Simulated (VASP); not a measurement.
# TiN (rocksalt type) (Fm-3m) in VASP: relaxation of cell and atoms with PBE

Aim: the relaxation of cell and atoms of TiN (rocksalt type) with PBE.

Program: VASP 6.6.1. These are calculated values, not measurements. Logs are shortened: lines on timing, memory, paths and dates and some standing lists are left out, and cuts for length are marked.

## (1) The cell of the first run

Symmetry: Fm-3m, No. 225, cubic system. Conventional cell: a = 4.309 Å, b = 4.309 Å, c = 4.309 Å, α = 90.00°, β = 90.00°, γ = 90.00°. Within 2.9 Å of Ti (site symmetry m-3m) lie 6 N at 2.15 Å. N (site symmetry m-3m) has 6 Ti at 2.15 Å within 2.9 Å.

## (2) Relaxation of cell and atoms, PBE

Input file INCAR:

```
ALGO = Normal ; EDIFF = 1E-6
EDIFFG = -0.005 ; ENCUT = 600
GGA = PE ; IBRION = 2
ISIF = 3 ; ISMEAR = -1
LASPH = T ; LCHARG = F
LREAL = F ; LWAVE = F
NELM = 60 ; NSW = 60
PREC = Accurate ; SIGMA = 0.1
```

Input file KPOINTS:

```
k-points
0
Gamma
  15 15 15
```

Input file POSCAR:

```
TiN
1.0
    0.0000000000      2.1544346900      2.1544346900
    2.1544346900      0.0000000000      2.1544346900
    2.1544346900      2.1544346900      0.0000000000
Ti N
1 1
Direct
    0.0000000000      0.0000000000      0.0000000000
    0.5000000000      0.5000000000      0.5000000000
```

Potentials or basis: VASP PAW PBE potentials, release 64 (Ti_sv, N).

Run with:

```
$ cat potpaw_PBE.64/Ti_sv/POTCAR potpaw_PBE.64/N/POTCAR > POTCAR
$ mpirun -np 1 vasp_std > vasp.out
```

OUTCAR:

```text
EDIFF = 1E-6
   EDIFFG = -0.005
   ENCUT = 600
   GGA = PE
   IBRION = 2
   ISIF = 3
   ISMEAR = -1
   LASPH = T
   LREAL = F
   NELM = 60
   NSW = 60
   PREC = Accurate

 ion  position               nearest neighbor table
   1  0.000  0.000  0.000-   2 2.15   2 2.15   2 2.15   2 2.15   2 2.15   2 2.15
   2  0.500  0.500  0.500-   1 2.15   1 2.15   1 2.15   1 2.15   1 2.15   1 2.15

  LATTYP: Found a face centered cubic cell.
 ALAT       =     4.3088693800

  Lattice vectors:

 A1 = (   0.0000000000,   2.1544346900,   2.1544346900)
 A2 = (   2.1544346900,   0.0000000000,   2.1544346900)
 A3 = (   2.1544346900,   2.1544346900,   0.0000000000)

Analysis of symmetry for initial positions (statically):
=====================================================================
 Subroutine PRICEL returns:
 Original cell was already a primitive cell.

 Routine SETGRP: Setting up the symmetry group for a
 face centered cubic supercell.

 Subroutine GETGRP returns: Found 48 space group operations
 (whereof 48 operations were pure point group operations)
 out of a pool of 48 trial point group operations.

The static configuration has the point symmetry O_h .

Analysis of symmetry for dynamics (positions and initial velocities):
=====================================================================
 Subroutine PRICEL returns:
 Original cell was already a primitive cell.

 Routine SETGRP: Setting up the symmetry group for a
 face centered cubic supercell.

 Subroutine GETGRP returns: Found 48 space group operations
 (whereof 48 operations were pure point group operations)
 out of a pool of 48 trial point group operations.

The dynamic configuration has the point symmetry O_h .

 Subroutine INISYM returns: Found 48 space group operations
 (whereof 48 operations are pure point group operations),
 and found     1 'primitive' translations

----------------------------------------------------------------------------------------

                                     Primitive cell

  volume of cell :      20.0000

  direct lattice vectors                    reciprocal lattice vectors
     0.000000000  2.154434690  2.154434690    -0.232079442  0.232079442  0.232079442
     2.154434690  0.000000000  2.154434690     0.232079442 -0.232079442  0.232079442
     2.154434690  2.154434690  0.000000000     0.232079442  0.232079442 -0.232079442

  length of vectors
     3.046830758  3.046830758  3.046830758     0.401973384  0.401973384  0.401973384

  position of ions in fractional coordinates (direct lattice)
     0.000000000  0.000000000  0.000000000
     0.500000000  0.500000000  0.500000000

  ion indices of the primitive-cell ions
   primitive index   ion index
                 1           1
                 2           2

----------------------------------------------------------------------------------------

 KPOINTS: k-points

Automatic generation of k-mesh.
 Grid dimensions read from file:
 generate k-points for:   15   15   15

 Generating k-lattice:

  Cartesian coordinates                     Fractional coordinates (reciprocal lattice)
    -0.015471963  0.015471963  0.015471963     0.066666667  0.000000000  0.000000000
     0.015471963 -0.015471963  0.015471963     0.000000000  0.066666667  0.000000000
     0.015471963  0.015471963 -0.015471963     0.000000000  0.000000000  0.066666667

  Length of vectors
     0.026798226  0.026798226  0.026798226

  Shift w.r.t. Gamma in fractional coordinates (k-lattice)
     0.000000000  0.000000000  0.000000000

 Subroutine IBZKPT returns following result:
 ===========================================

 Found    120 irreducible k-points:

 Following reciprocal coordinates:
            Coordinates               Weight
  0.000000  0.000000  0.000000      1.000000
  0.066667  0.000000  0.000000      8.000000
  0.133333  0.000000  0.000000      8.000000
  0.200000  0.000000  0.000000      8.000000
  0.266667  0.000000  0.000000      8.000000
  0.333333  0.000000  0.000000      8.000000
[... 16 lines left out ...]
  0.133333  0.133333  0.000000      6.000000
  0.200000  0.133333  0.000000     24.000000
 [... further k-points ...]
   k-points           NKPTS =    120   k-points in BZ     NKDIM =    120   number of bands    NBANDS=     12
   number of dos      NEDOS =    301   number of ions     NIONS =      2
   total plane-waves  NPLWV =  13824
   dimension x,y,z NGX =    24 NGY =   24 NGZ =   24
   dimension x,y,z NGXF=    48 NGYF=   48 NGZF=   48
   ions per type =               1   1
   NGX,Y,Z   is equivalent  to a cutoff of  13.10, 13.10, 13.10 a.u.
   NGXF,Y,Z  is equivalent  to a cutoff of  26.19, 26.19, 26.19 a.u.
 SYSTEM =  unknown system
   PREC   = accura    normal or accurate (medium, high low for compatibility)
   ISTART =      0    job   : 0-new  1-cont  2-samecut
   ICHARG =      2    charge: 1-file 2-atom 10-const
   ISPIN  =      1    spin polarized calculation?
   LNONCOLLINEAR =      F non collinear calculations
   LSORBIT =      F    spin-orbit coupling
   LASPH  =      T    aspherical Exc in radial PAW
   ENCUT  =  600.0 eV  44.10 Ry    6.64 a.u.   6.09  6.09  6.09*2*pi/ulx,y,z
   NELM   =     60;   NELMIN=  2; NELMDL= -5     # of ELM steps
   EDIFF  = 0.1E-05   stopping-criterion for ELM
   LREAL  =      F    real-space projection
   EDIFFG = -.5E-02   stopping-criterion for IOM
   NSW    =     60    number of steps for IOM
   IBRION =      2    ionic relax: 0-MD 1-quasi-New 2-CG
   NFREE  =      1    steps in history (QN), initial steepest desc. (CG)
   ISIF   =      3    stress and relaxation
   ISYM   =      2    0-nonsym 1-usesym 2-fastsym
   POTIM  = 0.5000    time-step for ionic-motion
   TEBEG  =    0.0;   TEEND  =   0.0 temperature during run
   PSTRESS=    0.0 pullay stress
   NELECT =      17.0000    total number of electrons
   NUPDOWN=      -1.0000    fix difference up-down
   EMIN   =  10.00;   EMAX   =-10.00  energy-range for DOS
   EFERMI =   0.00;   METHOD = LEGACY
   ISMEAR =    -1;   SIGMA  =   0.10  broadening in eV -4-tet -1-fermi 0-gaus
   EFERMI_NEDOS =   21; number of points for ismear=-14 and -15
   IALGO  =     38    algorithm
   IMIX   =      4    mixing-type and parameters
     AMIX     =   0.40;   BMIX     =  1.00
     AMIX_MAG =   1.60;   BMIX_MAG =  1.00
  volume/ion in A,a.u.               =      10.00        67.48
  Fermi-wavevector in a.u.,A,eV,Ry     =   1.550771  2.930533 32.720545  2.404892
  Thomas-Fermi vector in A             =   2.655387
   LORBIT       =      0    0 simple, 1 ext, 2 COOP (PROOUT), +10 PAW based schemes
   GGA     = PE    functional components
   LHFCALC =     F    Hartree Fock is set to
   AEXX    =    0.0000 exact exchange contribution
   IVDW    =     0    specifies the selected vdW correction
   LEPSILON=     F    determine dielectric tensor
   LRPA    =     F    only Hartree local field effects (RPA)
 conjugate gradient relaxation of ions
 non-spin polarized calculation
  energy-cutoff  :      600.00
  volume of cell :       20.00
 maximum number of plane-waves:       681
   NGX = 13   NGY = 13   NGZ = 13

--------------------------------------- Ionic step        1  -------------------------------------------

 number of electron      17.0000001 magnetization

 Free energy of the ion-electron system (eV)
  ---------------------------------------------------
  ext. energy  EPLUGINS =         0.00000000
  ---------------------------------------------------
  free energy    TOTEN  =       -19.62586470 eV

  energy without entropy =      -19.59569694  energy(sigma->0) =      -19.61078082

------------------------ aborting loop because EDIFF is reached ----------------------------------------

  FORCE on cell =-STRESS in cart. coord.  units (eV):
  Direction    XX          YY          ZZ          XY          YZ          ZX
  --------------------------------------------------------------------------------------
  -------------------------------------------------------------------------------------
  Total       -1.3180283     -1.3180283     -1.3180283      0.0000000     -0.0000000      0.0000000
  in kB     -105.5857512   -105.5857512   -105.5857512      0.0000000     -0.0000000      0.0000000
  external PRESSURE =    -105.5857512 kB  Pullay stress =       0.0000000 kB

 VOLUME and BASIS-vectors are now :
 -----------------------------------------------------------------------------
  energy-cutoff  :      600.00
  volume of cell :       20.00
      direct lattice vectors                 reciprocal lattice vectors
     0.000000000  2.154434690  2.154434690    -0.232079442  0.232079442  0.232079442
     2.154434690  0.000000000  2.154434690     0.232079442 -0.232079442  0.232079442
     2.154434690  2.154434690  0.000000000     0.232079442  0.232079442 -0.232079442
[... 73 lines left out ...]
 POSITION                                       TOTAL-FORCE (eV/Angst)
 -----------------------------------------------------------------------------------
      0.00000      0.00000      0.00000         0.000000     -0.000000      0.000000
      2.12503      2.12503      2.12503         0.000000      0.000000     -0.000000
 -----------------------------------------------------------------------------------
    total drift:                                0.000000     -0.000000     -0.000000

  FREE ENERGIE OF THE ION-ELECTRON SYSTEM (eV)
  ---------------------------------------------------
  free  energy   TOTEN  =       -19.6537759650 eV

  energy  without entropy=      -19.6253976044  energy(sigma->0) =      -19.63958678

--------------------------------------- Ionic step        4  -------------------------------------------

 number of electron      17.0000002 magnetization

 Free energy of the ion-electron system (eV)
  ---------------------------------------------------
  ext. energy  EPLUGINS =         0.00000000
  ---------------------------------------------------
  free energy    TOTEN  =       -19.65377937 eV

  energy without entropy =      -19.62543457  energy(sigma->0) =      -19.63960697

 E-fermi :  11.3692     XC(G=0): -12.9919

 val. band max:       11.3468941970   @ k =  -0.4667   0.2667   0.0667
 cond. band min:      11.4025251652   @ k =   0.1333   0.0000   0.0000
 fundamental gap:      0.0556309682
 Fermi energy:        11.3692493020

 k-point     1 :       0.0000    0.0000    0.0000
  band No.  band energies     occupation
      1     -46.4965      2.00000
      2     -22.4807      2.00000
      3     -22.4807      2.00000
      4     -22.4807      2.00000
      5      -5.6893      2.00000
      6       9.3441      2.00000
      7       9.3441      2.00000
      8       9.3441      2.00000
      9      10.7708      1.99498
     10      10.7708      1.99498
     11      10.7708      1.99498
     12      11.9532      0.00580

 k-point     2 :       0.0667    0.0000    0.0000
  band No.  band energies     occupation
      1     -46.4925      2.00000
      2     -22.5093      2.00000
      3     -22.4831      2.00000
      4     -22.4831      2.00000
      5      -5.6036      2.00000
      6       8.8461      2.00000
      7       8.9748      2.00000
      8       8.9748      2.00000
      9      10.8989      1.98204
     10      10.8989      1.98204
     11      11.0226      1.93942
     12      12.3382      0.00012
[... 316 lines left out ...]
 k-point    24 :       0.2000    0.1333    0.0000
  band No.  band energies     occupation
      1     -46.4632      2.00000
      2     -22.6559      2.00000
      3     -22.5301      2.00000
      4     -22.5236      2.00000
      5      -5.0231      2.00000
      6       6.3695      2.00000
      7       8.1276      2.00000
      8       8.2488      2.00000
      9      10.2797      1.99996
     10      12.0724      0.00177
     11      12.3537      0.00011
     12      12.7698      0.00000

 [... further k-points ...]
[... 5 lines left out ...]
  --------------------------------------------------------------------------------------
  -------------------------------------------------------------------------------------
  Total        0.0004660      0.0004660      0.0004660      0.0000000      0.0000000     -0.0000000
  in kB        0.0389361      0.0389361      0.0389361      0.0000000      0.0000000     -0.0000000
  external PRESSURE =       0.0389361 kB  Pullay stress =       0.0000000 kB

 VOLUME and BASIS-vectors are now :
 -----------------------------------------------------------------------------
  energy-cutoff  :      600.00
  volume of cell :       19.18
      direct lattice vectors                 reciprocal lattice vectors
     0.000000000  2.124443539  2.124443539    -0.235355749  0.235355749  0.235355749
     2.124443539 -0.000000000  2.124443539     0.235355749 -0.235355749  0.235355749
     2.124443539  2.124443539  0.000000000     0.235355749  0.235355749 -0.235355749

 POSITION                                       TOTAL-FORCE (eV/Angst)
 -----------------------------------------------------------------------------------
      2.12444      2.12444      0.00000        -0.000000      0.000000     -0.000000
      2.12444      2.12444      2.12444         0.000000     -0.000000      0.000000
 -----------------------------------------------------------------------------------
    total drift:                                0.000000     -0.000000     -0.000000

  FREE ENERGIE OF THE ION-ELECTRON SYSTEM (eV)
  ---------------------------------------------------
  free  energy   TOTEN  =       -19.6537793705 eV

  energy  without entropy=      -19.6254345657  energy(sigma->0) =      -19.63960697

 reached required accuracy - stopping structural energy minimisation
```

It took 2.8 min on 1 thread of AMD EPYC 7R43 (Zen 3), shared host; peak memory 0.14 GiB.

What came out:

```
Free energy                            : -19.6538 eV
Relaxed volume                         : 9.59 Å³/atom
Relaxed cell                           : a = 3.004 Å, b = 3.004 Å, c = 3.004 Å, α = 60.00°, β = 60.00°, γ = 60.00°
Space group after relaxing (to 0.05 Å) : Fm-3m (No. 225)
Energy gained by relaxing              : 14.0 meV/atom
Ionic steps                            : 4
Pressure after relaxing                : 0.0 GPa
```

The path:
| step | energy change (eV) | largest force (eV/Å) | pressure (GPa) | volume (Å³) |
| --- | --- | --- | --- | --- |
| 1 | 0.0000 | 0.0000 | -10.56 | 20.00 |
| 2 | 0.0243 | 0.0000 | 17.05 | 18.15 |
| 3 | -0.0279 | 0.0000 | -0.16 | 19.19 |
| 4 | -0.0279 | 0.0000 | 0.00 | 19.18 |

Final structure:
```
Ti N
1.0
     0.00000    2.12444    2.12444
     2.12444    0.00000    2.12444
     2.12444    2.12444    0.00000
Ti N
1 1
Direct
  0.00000 0.00000 0.00000
  0.50000 0.50000 0.50000
```

Levels at points of the mesh, in eV from the Fermi level:
```tsv
k point	band 7	band 8	band 9	band 10	band 11	band 12
(0.00, 0.00, 0.00)	-2.03	-2.03	-0.60	-0.60	-0.60	0.58
```
